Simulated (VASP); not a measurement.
Here is a VASP 6.6.1 calculation.

File POSCAR:

```
CaO
1.0
    2.8738816174      0.0000000000      0.0000000000
    0.0000000000      2.8738816174      0.0000000000
    0.0000000000      0.0000000000      2.8738816174
Ca O
1 1
Direct
    0.0000000000      0.0000000000      0.0000000000
    0.5000000000      0.5000000000      0.5000000000
```

INCAR.step1

```
SYSTEM = CaO
  PREC = Accurate
  ENCUT = 520
  ISMEAR = 0
  SIGMA = 0.01
  LREAL = .False.
  LASPH = .True.
  NELM = 60
  NBANDS = 15
  GGA = PE
  ALGO = Normal
  EDIFF = 1E-4
  LWAVE = .True.
  LCHARG = .False.
```

INCAR.step2

```
SYSTEM = CaO
  PREC = Accurate
  ENCUT = 520
  EDIFF = 1E-7
  ISMEAR = 0
  SIGMA = 0.01
  LREAL = .False.
  LASPH = .True.
  NELM = 60
  ALGO = Normal
  ISIF = 2
  LWAVE = .False.
  LCHARG = .False.
  METAGGA = R2SCAN
  LMIXTAU = .True.
  NBANDS = 15
  ISTART = 1
```

The input KPOINTS:

```
regular mesh
0
Gamma
  8 8 8
  0 0 0
```

Potentials or basis: VASP PAW PBE potentials, release 64 (Ca_sv, O).

Command:

```bash
$ cat potpaw_PBE.64/Ca_sv/POTCAR potpaw_PBE.64/O/POTCAR > POTCAR
$ cp INCAR.step1 INCAR
$ mpirun -np 1 vasp_std > vasp.out
$ cp INCAR.step2 INCAR
$ mpirun -np 1 vasp_std > vasp.out
```

Problem. What does it give for the pressure?

Solution. 5.2 GPa.

Problem. Estimate the band gap on the k mesh.

Solution. 3.27 eV, indirect (least direct gap 3.56 eV).

Caveat: the PAW data sets were made with another functional, which shifts forces and pressure a little. A k mesh can miss the band edges.
